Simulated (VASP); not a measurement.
Here is a VASP 6.6.1 calculation.

The input INCAR:

```
SYSTEM = B
ALGO     = Normal         ! electronic algorithm
EDIFF    = 1E-6           ! SCF threshold, eV
EDIFFG   = -0.005         ! ionic threshold
ENCUT    = 600            ! plane-wave cutoff, eV
GGA      = PE             ! functional
IBRION   = 2              ! ionic algorithm
ISIF     = 3              ! what is computed and relaxed
ISMEAR   = -1             ! smearing method
LASPH    = .TRUE.         ! aspherical terms in the spheres
LCHARG   = .FALSE.        ! write CHGCAR
LREAL    = .FALSE.        ! projectors in reciprocal space
LWAVE    = .FALSE.        ! write WAVECAR
NELM     = 80             ! most SCF steps
NSW      = 60             ! ionic steps
PREC     = Accurate       ! precision mode
PSTRESS  = 1000.0       
SIGMA    = 0.08           ! smearing width, eV
```

Contents of KPOINTS:

```
k-points
0
G
  25 25 25
  0 0 0
```

The input POSCAR:

```
B
1.0
   -1.0502497644      1.0502497644      1.0502497644
    1.0502497644     -1.0502497644      1.0502497644
    1.0502497644      1.0502497644     -1.0502497644
B
1
Direct
    0.0000000000      0.0000000000      0.0000000000
```

Potentials or basis: VASP PAW PBE potentials, release 64 (B).

Command:

```bash
$ cat potpaw_PBE.64/B/POTCAR > POTCAR
$ mpirun -np 1 vasp_std > vasp.out
```

What does it give for the space group after relaxing (to 0.05 Å)?

Im-3m (No. 229).

Estimate the relaxed volume.

4.73 Å³/atom.

The path:
```
step  energy change (eV)  largest force (eV/Å)  pressure (GPa)  volume (Å³)
   1              0.0000                0.0000          111.73         4.63
   2             -0.1410                0.0000           84.49         4.87
   3             -0.0625                0.0000           99.93         4.73
```

Caveat: the cell is relaxed towards a set pressure, so the enthalpy falls and the energy may rise.
